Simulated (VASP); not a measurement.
# CuO (Cccm) in VASP: settings compared

Aim: see how the results for CuO move with the level of theory and the settings. Levels: revPBE, BLYP. Tasks: density of states.

All numbers are computed with VASP 6.6.1; they aren't measurements. Logs are shortened: lines on timing, memory, paths and dates and some standing lists are left out, and cuts for length are marked.

**1. The cell of the first run**

The structure is orthorhombic, space group Cccm (No. 66). Conventional cell: a = 3.982 Å, b = 4.307 Å, c = 5.156 Å, α = 90.00°, β = 90.00°, γ = 90.00°. Cu (site symmetry 2/m) has 4 O at 1.95 Å within 2.6 Å. O (site symmetry 222) has 4 Cu at 1.95 Å and 2 O at 2.58 Å within 2.6 Å.

**2. Density of states, revPBE**

Input file POSCAR:

```
CuO
1.0
    1.9909680000     -2.1535500000      0.0000000000
    1.9909680000      2.1535500000      0.0000000000
    0.0000000000      0.0000000000      5.1559280000
Cu O
2 2
Direct
    0.5000000000      0.0000000000      0.0000000000
    0.0000000000      0.5000000000      0.5000000000
    0.5000000000      0.5000000000      0.2500000000
    0.5000000000      0.5000000000      0.7500000000
```

Input file INCAR.step1:

```
SYSTEM = CuO
  ALGO = Normal
  EDIFF = 1E-7
  ENCUT = 520
  GGA = RE
  ISIF = 2
  ISMEAR = -1
  LASPH = .TRUE.
  LCHARG = .TRUE.
  LMAXMIX = 4
  LREAL = .FALSE.
  LWAVE = .FALSE.
  NBANDS = 25
  NELM = 100
  PREC = Accurate
  SIGMA = 0.05
```

Input file KPOINTS.step1:

```
k-points
0
G
  5 5 3
  0 0 0
```

Input file INCAR.step2:

```
SYSTEM = CuO
  ALGO = Normal
  EDIFF = 1E-7
  ENCUT = 520
  GGA = RE
  ICHARG = 11
  ISIF = 2
  ISMEAR = -5
  LASPH = .TRUE.
  LCHARG = .FALSE.
  LMAXMIX = 4
  LORBIT = 11
  LREAL = .FALSE.
  LWAVE = .FALSE.
  NBANDS = 25
  NEDOS = 2001
  NELM = 100
  PREC = Accurate
  SIGMA = 0.05
```

Input file KPOINTS.step2:

```
k-points
0
G
  8 8 5
  0 0 0
```

Potentials or basis: VASP PAW PBE potentials, release 64 (Cu, O).

Launch:

```console
$ cat potpaw_PBE.64/Cu/POTCAR potpaw_PBE.64/O/POTCAR > POTCAR
$ cp INCAR.step1 INCAR
$ cp KPOINTS.step1 KPOINTS
$ mpirun -np 1 vasp_std > vasp.out
$ cp INCAR.step2 INCAR
$ cp KPOINTS.step2 KPOINTS
$ mpirun -np 1 vasp_std > vasp.out
```

OUTCAR:

```text
SYSTEM = CuO
   EDIFF = 1E-7
   ENCUT = 520
   GGA = RE
   ICHARG = 11
   ISIF = 2
   ISMEAR = -5
   LASPH = .TRUE.
   LORBIT = 11
   LREAL = .FALSE.
   NELM = 100
   PREC = Accurate

 ion  position               nearest neighbor table
   1  0.500  0.000  0.000-   3 1.95   4 1.95   3 1.95   4 1.95
   2  0.000  0.500  0.500-   3 1.95   4 1.95   3 1.95   4 1.95
   3  0.500  0.500  0.250-   1 1.95   2 1.95   1 1.95   2 1.95
   4  0.500  0.500  0.750-   1 1.95   2 1.95   1 1.95   2 1.95

  LATTYP: Found a base centered orthorhombic cell.
 ALAT       =     3.9819360000
 B/A-ratio  =     1.0816597755
 C/A-ratio  =     1.2948294498

  Lattice vectors:

 A1 = (   1.9909680000,  -2.1535500000,   0.0000000000)
 A2 = (   1.9909680000,   2.1535500000,   0.0000000000)
 A3 = (   0.0000000000,   0.0000000000,   5.1559280000)

Analysis of symmetry for initial positions (statically):
=====================================================================
 Subroutine PRICEL returns:
 Original cell was already a primitive cell.

 Routine SETGRP: Setting up the symmetry group for a
 base centered orthorhombic supercell.

 Subroutine GETGRP returns: Found  8 space group operations
 (whereof  4 operations were pure point group operations)
 out of a pool of  8 trial point group operations.

The static configuration has the point symmetry C_2h.
 The point group associated with its full space group is D_2h.

Analysis of symmetry for dynamics (positions and initial velocities):
=====================================================================
 Subroutine PRICEL returns:
 Original cell was already a primitive cell.

 Routine SETGRP: Setting up the symmetry group for a
 base centered orthorhombic supercell.

 Subroutine GETGRP returns: Found  8 space group operations
 (whereof  4 operations were pure point group operations)
 out of a pool of  8 trial point group operations.

The dynamic configuration has the point symmetry C_2h.
 The point group associated with its full space group is D_2h.

 Subroutine INISYM returns: Found  8 space group operations
 (whereof  4 operations are pure point group operations),
 and found     1 'primitive' translations

----------------------------------------------------------------------------------------

                                     Primitive cell

  volume of cell :      44.2136

  direct lattice vectors                    reciprocal lattice vectors
     1.990968000 -2.153550000  0.000000000     0.251134122 -0.232174781  0.000000000
     1.990968000  2.153550000  0.000000000     0.251134122  0.232174781  0.000000000
     0.000000000  0.000000000  5.155928000     0.000000000  0.000000000  0.193951506

  length of vectors
     2.932870809  2.932870809  5.155928000     0.342013854  0.342013854  0.193951506

  position of ions in fractional coordinates (direct lattice)
     0.500000000  0.000000000  0.000000000
     0.000000000  0.500000000  0.500000000
     0.500000000  0.500000000  0.250000000
     0.500000000  0.500000000  0.750000000

  ion indices of the primitive-cell ions
   primitive index   ion index
                 1           1
                 2           2
                 3           3
                 4           4

----------------------------------------------------------------------------------------

 KPOINTS: k-points

Automatic generation of k-mesh.
 Grid dimensions read from file:
 generate k-points for:    8    8    5

 Generating k-lattice:

  Cartesian coordinates                     Fractional coordinates (reciprocal lattice)
     0.031391765 -0.029021848  0.000000000     0.125000000  0.000000000  0.000000000
     0.031391765  0.029021848  0.000000000     0.000000000  0.125000000  0.000000000
     0.000000000  0.000000000  0.038790301     0.000000000  0.000000000  0.200000000

  Length of vectors
     0.042751732  0.042751732  0.038790301

  Shift w.r.t. Gamma in fractional coordinates (k-lattice)
     0.000000000  0.000000000  0.000000000

 TETIRR: Found    484 inequivalent tetrahedra from     1920

 Subroutine IBZKPT returns following result:
 ===========================================

 Found     63 irreducible k-points:

 Following reciprocal coordinates:
            Coordinates               Weight
  0.000000  0.000000  0.000000      1.000000
  0.125000 -0.000000  0.000000      4.000000
  0.250000 -0.000000  0.000000      4.000000
  0.375000  0.000000  0.000000      4.000000
  0.500000 -0.000000  0.000000      2.000000
  0.125000  0.125000  0.000000      2.000000
[... 16 lines left out ...]
  0.125000 -0.000000  0.200000      8.000000
  0.250000 -0.000000  0.200000      8.000000
 [... further k-points ...]
   k-points           NKPTS =     63   k-points in BZ     NKDIM =     63   number of bands    NBANDS=     25
   number of dos      NEDOS =   2001   number of ions     NIONS =      4
   total plane-waves  NPLWV =  23040
   dimension x,y,z NGX =    24 NGY =   24 NGZ =   40
   dimension x,y,z NGXF=    48 NGYF=   48 NGZF=   80
   ions per type =               2   2
   NGX,Y,Z   is equivalent  to a cutoff of  13.60, 13.60, 12.90 a.u.
   NGXF,Y,Z  is equivalent  to a cutoff of  27.21, 27.21, 25.79 a.u.
 SYSTEM =  CuO
   PREC   = accura    normal or accurate (medium, high low for compatibility)
   ISTART =      0    job   : 0-new  1-cont  2-samecut
   ICHARG =     11    charge: 1-file 2-atom 10-const
   ISPIN  =      1    spin polarized calculation?
   LNONCOLLINEAR =      F non collinear calculations
   LSORBIT =      F    spin-orbit coupling
   LASPH  =      T    aspherical Exc in radial PAW
   ENCUT  =  520.0 eV  38.22 Ry    6.18 a.u.   5.45  5.45  9.59*2*pi/ulx,y,z
   NELM   =    100;   NELMIN=  2; NELMDL=  0     # of ELM steps
   EDIFF  = 0.1E-06   stopping-criterion for ELM
   LREAL  =      F    real-space projection
   EDIFFG = 0.1E-05   stopping-criterion for IOM
   NSW    =      0    number of steps for IOM
   IBRION =     -1    ionic relax: 0-MD 1-quasi-New 2-CG
   NFREE  =      0    steps in history (QN), initial steepest desc. (CG)
   ISIF   =      2    stress and relaxation
   ISYM   =      2    0-nonsym 1-usesym 2-fastsym
   POTIM  = 0.5000    time-step for ionic-motion
   TEBEG  =    0.0;   TEEND  =   0.0 temperature during run
   PSTRESS=    0.0 pullay stress
   NELECT =      34.0000    total number of electrons
   NUPDOWN=      -1.0000    fix difference up-down
   EMIN   =  10.00;   EMAX   =-10.00  energy-range for DOS
   EFERMI =   0.00;   METHOD = LEGACY
   ISMEAR =    -5;   SIGMA  =   0.05  broadening in eV -4-tet -1-fermi 0-gaus
   EFERMI_NEDOS =   21; number of points for ismear=-14 and -15
   IALGO  =     38    algorithm
   IMIX   =      4    mixing-type and parameters
     AMIX     =   0.40;   BMIX     =  1.00
     AMIX_MAG =   1.60;   BMIX_MAG =  1.00
  volume/ion in A,a.u.               =      11.05        74.59
  Fermi-wavevector in a.u.,A,eV,Ry     =   1.499854  2.834314 30.607167  2.249563
  Thomas-Fermi vector in A             =   2.611430
   LORBIT       =     11    0 simple, 1 ext, 2 COOP (PROOUT), +10 PAW based schemes
   GGA     = RE    functional components
   LHFCALC =     F    Hartree Fock is set to
   AEXX    =    0.0000 exact exchange contribution
   IVDW    =     0    specifies the selected vdW correction
   LEPSILON=     F    determine dielectric tensor
   LRPA    =     F    only Hartree local field effects (RPA)
 non-spin polarized calculation
 Fermi weights with tetrahedron method with Bloechl corrections
  energy-cutoff  :      520.00
  volume of cell :       44.21
 maximum number of plane-waves:      1209
 NGX is ok and might be reduce to    24

 number of electron      33.9999999 magnetization

 Free energy of the ion-electron system (eV)
  ---------------------------------------------------
  ext. energy  EPLUGINS =         0.00000000
  ---------------------------------------------------
  free energy    TOTEN  =       -18.25165672 eV

  energy without entropy =      -18.25165672  energy(sigma->0) =      -18.25165672

 E-fermi :   5.0352     XC(G=0): -11.1706

 val. band max:        5.0882624111   @ k =   0.5000  -0.0000   0.2000
 cond. band min:       4.9615503292   @ k =   0.1250   0.1250   0.4000
 fundamental gap:     -0.1267120819
 Fermi energy:         5.0352482472

 k-point     1 :       0.0000    0.0000    0.0000
  band No.  band energies     occupation
      1     -14.8246      2.00000
      2     -13.5393      2.00000
      3      -3.0528      2.00000
      4      -0.4382      2.00000
      5      -0.2816      2.00000
      6       1.3409      2.00000
[... 17 lines left out ...]
     24      19.7180      0.00000
     25      20.0417      0.00000

 k-point     2 :       0.1250   -0.0000    0.0000
  band No.  band energies     occupation
      1     -14.7449      2.00000
      2     -13.5150      2.00000
      3      -2.9114      2.00000
      4      -0.4710      2.00000
      5      -0.2849      2.00000
      6       0.5548      2.00000
[... 17 lines left out ...]
     24      19.9449      0.00000
     25      20.0751      0.00000

 k-point     3 :       0.2500   -0.0000    0.0000
  band No.  band energies     occupation
      1     -14.5437      2.00000
      2     -13.4550      2.00000
      3      -2.5492      2.00000
      4      -0.6706      2.00000
      5      -0.5624      2.00000
      6      -0.2138      2.00000
[... 17 lines left out ...]
     24      19.7014      0.00000
     25      20.1802      0.00000

 k-point     4 :       0.3750    0.0000    0.0000
  band No.  band energies     occupation
      1     -14.3290      2.00000
      2     -13.3941      2.00000
      3      -2.1523      2.00000
      4      -1.6329      2.00000
      5      -0.5664      2.00000
      6      -0.1199      2.00000
[... 17 lines left out ...]
     24      18.4812      0.00000
     25      19.8863      0.00000

 k-point     5 :       0.5000   -0.0000    0.0000
  band No.  band energies     occupation
      1     -14.2355      2.00000
      2     -13.3684      2.00000
      3      -2.0138      2.00000
      4      -1.9557      2.00000
      5      -0.5159      2.00000
      6      -0.0784      2.00000
[... 17 lines left out ...]
     24      17.4241      0.00000
     25      19.7316      0.00000

 k-point     6 :       0.1250    0.1250    0.0000
  band No.  band energies     occupation
      1     -14.6606      2.00000
      2     -13.4885      2.00000
      3      -2.7621      2.00000
      4      -0.5084      2.00000
      5      -0.3052      2.00000
      6       0.3481      2.00000
[... 17 lines left out ...]
     24      18.6800      0.00000
     25      20.1750      0.00000
[... 393 lines left out ...]
 k-point    21 :       0.5000    0.5000    0.0000
  band No.  band energies     occupation
      1     -13.7203      2.00000
      2     -13.2516      2.00000
      3      -1.7236      2.00000
      4      -1.3798      2.00000
      5      -0.6941      2.00000
      6      -0.1632      2.00000
[... 17 lines left out ...]
     24      16.5364      0.00000
     25      17.6936      0.00000

 k-point    22 :       0.0000    0.0000    0.2000
  band No.  band energies     occupation
      1     -14.7211      2.00000
      2     -13.6872      2.00000
      3      -2.6699      2.00000
      4      -0.4119      2.00000
      5      -0.2821      2.00000
      6       1.1355      2.00000
[... 17 lines left out ...]
     24      19.8143      0.00000
     25      19.8677      0.00000

 k-point    23 :       0.1250   -0.0000    0.2000
  band No.  band energies     occupation
      1     -14.6452      2.00000
      2     -13.6550      2.00000
      3      -2.5532      2.00000
      4      -0.4741      2.00000
      5      -0.3013      2.00000
      6       0.5781      2.00000
[... 17 lines left out ...]
     24      19.6217      0.00000
     25      20.1079      0.00000

 k-point    24 :       0.2500   -0.0000    0.2000
  band No.  band energies     occupation
      1     -14.4557      2.00000
      2     -13.5742      2.00000
      3      -2.2623      2.00000
      4      -0.7070      2.00000
      5      -0.4855      2.00000
      6      -0.2611      2.00000
[... 17 lines left out ...]
     24      19.6295      0.00000
     25      20.3844      0.00000

 [... further k-points ...]

------------------------ aborting loop because EDIFF is reached ----------------------------------------

  FORCE on cell =-STRESS in cart. coord.  units (eV):
  Direction    XX          YY          ZZ          XY          YZ          ZX
  --------------------------------------------------------------------------------------
  -------------------------------------------------------------------------------------
  Total        1.9741835      1.8385794      1.9152116     -0.0000000      0.0000000      0.0000000
  in kB       71.5388606     66.6249507     69.4018859     -0.0000000      0.0000000      0.0000000
  external PRESSURE =      69.1885657 kB  Pullay stress =       0.0000000 kB

 VOLUME and BASIS-vectors are now :
 -----------------------------------------------------------------------------
  energy-cutoff  :      520.00
  volume of cell :       44.21
      direct lattice vectors                 reciprocal lattice vectors
     1.990968000 -2.153550000  0.000000000     0.251134122 -0.232174781  0.000000000
     1.990968000  2.153550000  0.000000000     0.251134122  0.232174781  0.000000000
     0.000000000  0.000000000  5.155928000     0.000000000  0.000000000  0.193951506

 POSITION                                       TOTAL-FORCE (eV/Angst)
 -----------------------------------------------------------------------------------
      0.99548     -1.07678      0.00000        -0.000000     -0.000000      0.000000
      0.99548      1.07678      2.57796         0.000000     -0.000000      0.000000
      1.99097      0.00000      1.28898         0.000000      0.000000      0.000000
      1.99097      0.00000      3.86695         0.000000      0.000000     -0.000000
 -----------------------------------------------------------------------------------
    total drift:                                0.000000     -0.000000     -0.000000

  FREE ENERGIE OF THE ION-ELECTRON SYSTEM (eV)
  ---------------------------------------------------
  free  energy   TOTEN  =       -18.2516567205 eV

  energy  without entropy=      -18.2516567205  energy(sigma->0) =      -18.25165672

 total charge

# of ion       s       p       d       tot
------------------------------------------
    1        0.387   0.384   9.124   9.894
    2        0.387   0.384   9.124   9.894
    3        1.581   3.387   0.000   4.968
    4        1.581   3.387   0.000   4.968
--------------------------------------------------
tot          3.935   7.542  18.248  29.725
```

Wall time 38 s (1 thread of AMD EPYC 9R45 (Zen 5), shared host); peak memory 0.15 GiB.

Results:

```
Valence electrons inside the program's atomic spheres : Cu 9.89; O 4.97
```

Caveat: the k points lie up to 0.43 Å⁻¹ apart; the PAW data sets were made with another functional, which shifts forces and pressure a little; semilocal functionals often make such compounds metallic where correlation or magnetic order opens a gap, which also shifts bond lengths; tetrahedron occupations give inexact forces and stress in metals.

**3. Density of states, BLYP**

POSCAR is that of step 2.

Input file INCAR.step1:

```
SYSTEM = CuO
  PREC = Accurate
  ENCUT = 520
  EDIFF = 1E-6
  ISMEAR = -1
  SIGMA = 0.05
  LREAL = .FALSE.
  LASPH = .TRUE.
  NELM = 80
  ALGO = Normal
  ISIF = 2
  LWAVE = .FALSE.
  LCHARG = .TRUE.
  LMAXMIX = 4
  GGA = B5
  ALDAX = 1.0
  AGGAX = 1.0
  AGGAC = 1.0
  ALDAC = 0.0
  NBANDS = 25
```

Input file KPOINTS.step1:

```
Automatic mesh
0
G
  5 5 3
  0 0 0
```

Input file INCAR.step2:

```
SYSTEM = CuO
  PREC = Accurate
  ENCUT = 520
  EDIFF = 1E-6
  ISMEAR = -5
  SIGMA = 0.05
  LREAL = .FALSE.
  LASPH = .TRUE.
  NELM = 80
  ALGO = Normal
  ISIF = 2
  LWAVE = .FALSE.
  LCHARG = .FALSE.
  LMAXMIX = 4
  GGA = B5
  ALDAX = 1.0
  AGGAX = 1.0
  AGGAC = 1.0
  ALDAC = 0.0
  LORBIT = 11
  NEDOS = 2001
  ICHARG = 11
```

Input file KPOINTS.step2:

```
Automatic mesh
0
G
  8 8 5
  0 0 0
```

Potentials or basis: VASP PAW PBE potentials, release 64 (Cu, O).

Launch:

```console
$ cat potpaw_PBE.64/Cu/POTCAR potpaw_PBE.64/O/POTCAR > POTCAR
$ cp INCAR.step1 INCAR
$ cp KPOINTS.step1 KPOINTS
$ mpirun -np 1 vasp_std > vasp.out
$ cp INCAR.step2 INCAR
$ cp KPOINTS.step2 KPOINTS
$ mpirun -np 1 vasp_std > vasp.out
```

It took 52 s on 1 thread of AMD EPYC 9R45 (Zen 5), shared host; peak memory 0.15 GiB.

Results (log left out):

```yaml
Valence_electrons_inside_the_program's_atomic_spheres: Cu 9.92; O 4.97
```

Levels at points of the mesh, in eV from the Fermi level:
```tsv
k point	band 14	band 15	band 16	band 17	band 18	band 19	band 20	band 21
(0.00, 0.00, 0.00)	-2.41	-2.37	-1.98	0.56	0.75	1.58	6.44	7.32
(0.50, 0.00, 0.00)	-1.92	-1.62	-1.54	0.20	0.45	3.83	5.99	6.60
(0.50, 0.50, 0.00)	-2.40	-1.62	-1.27	-1.22	1.10	2.40	7.25	9.25
```

Caveat: the k points lie up to 0.43 Å⁻¹ apart; the PAW data sets were made with another functional, which shifts forces and pressure a little; semilocal functionals often make such compounds metallic where correlation or magnetic order opens a gap, which also shifts bond lengths; tetrahedron occupations give inexact forces and stress in metals.
